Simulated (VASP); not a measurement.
A run of VASP 6.6.1 is set up as follows.

The input INCAR:

```
SYSTEM = W
PREC = Accurate
ENCUT = 520
EDIFF = 1E-7
ISMEAR = 0
SIGMA = 0.15
LREAL = .False.
LASPH = .True.
NELM = 100
ALGO = Fast
ISIF = 2
LWAVE = .False.
LCHARG = .False.
GGA = CA
NBANDS = 36
```

KPOINTS

```
Automatic mesh
0
Gamma
  18 18 5
  0 0 0
```

Contents of POSCAR:

```
W
1.0
   -1.5973000000      1.5973000000     -1.5973000000
   -1.5973000000     -1.5973000000      1.5973000000
    0.0000000000      6.7427533906      6.7427533906
W
4
Direct
    0.0000000000      0.0000000000      0.8291197492
    0.5000000000      0.5000000000      0.1184456785
    0.0000000000      0.0000000000      0.3553370354
    0.5000000000      0.5000000000      0.5922283923
```

Potentials or basis: VASP PAW LDA potentials, release 64 (W_sv).

Launch:

```sh
$ cat potpaw_LDA.64/W_sv/POTCAR > POTCAR
$ mpirun -np 1 vasp_std > vasp.out
```

Predict the pressure.

-23.2 GPa.

Predict the band gap on the k mesh.

zero (band 28 reaches 11.59 eV, above the bottom of band 29 at 9.31 eV).

Estimate the largest force.

1.363 eV/Å.

Stress tensor (GPa, compression positive):
```
-20.58   0.00   0.00
  0.00 -24.49  -3.60
  0.00  -3.60 -24.49
```

Caveat: spin-orbit coupling is left out, which moves the levels of the heavy elements; forces of over 1 eV/Å act on the atoms, so gaps and moduli don't describe the material at rest.
